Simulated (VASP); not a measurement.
Ga:

```
Ga
1.0
     0.00000    2.13979    2.13979
     2.13979    0.00000    2.13979
     2.13979    2.13979    0.00000
Ga
1
Cartesian
  0.0000 0.0000 0.0000
```

This isn't the form of Ga at room conditions, which is orthorhombic.

* Program: VASP 6.6.1
* Task: relaxation of cell and atoms
* Functional: BLYP
* Potentials or basis: VASP PAW PBE potentials, release 64 (Ga_d)
* Cutoff: 600 eV
* k mesh: 13 × 13 × 13
* Occupations: fermi-dirac, width 0.1 eV
* Spin: no spin polarisation

At the start: pressure 3.8 GPa; volume 19.59 Å³/atom.

How do energy, volume and symmetry change on relaxing?

Over 8 steps the energy falls by 21.6 meV/atom and the volume is 21.60 Å³/atom (+10.2 %); space group Fm-3m (No. 225, to 0.1 Å) before and after.

Step by step:
| step | energy change (eV) | largest force (eV/Å) | pressure (GPa) | volume (Å³) |
| --- | --- | --- | --- | --- |
| 1 | 0.0000 | 0.0000 | 3.79 | 19.59 |
| 2 | -0.0196 | 0.0000 | 1.06 | 20.94 |
| 3 | -0.0214 | 0.0000 | -0.24 | 21.80 |
| 4 | -0.0216 | 0.0000 | 0.09 | 21.63 |
| 5 | -0.0215 | 0.0000 | -0.20 | 21.68 |
| 6 | -0.0216 | 0.0000 | 0.10 | 21.58 |
| 7 | -0.0216 | 0.0000 | -0.10 | 21.61 |
| 8 | -0.0216 | 0.0000 | -0.02 | 21.60 |

Final structure:
```yaml
crystal:
  lattice:
    - [0.00000, 2.21035, 2.21035]
    - [2.21035, 0.00000, 2.21035]
    - [2.21035, 2.21035, 0.00000]
  atoms:
    - { symbol: Ga, position: [0.00000, 0.00000, 0.00000] }
```

Caveat: the PAW data sets were made with another functional, which shifts forces and pressure a little.
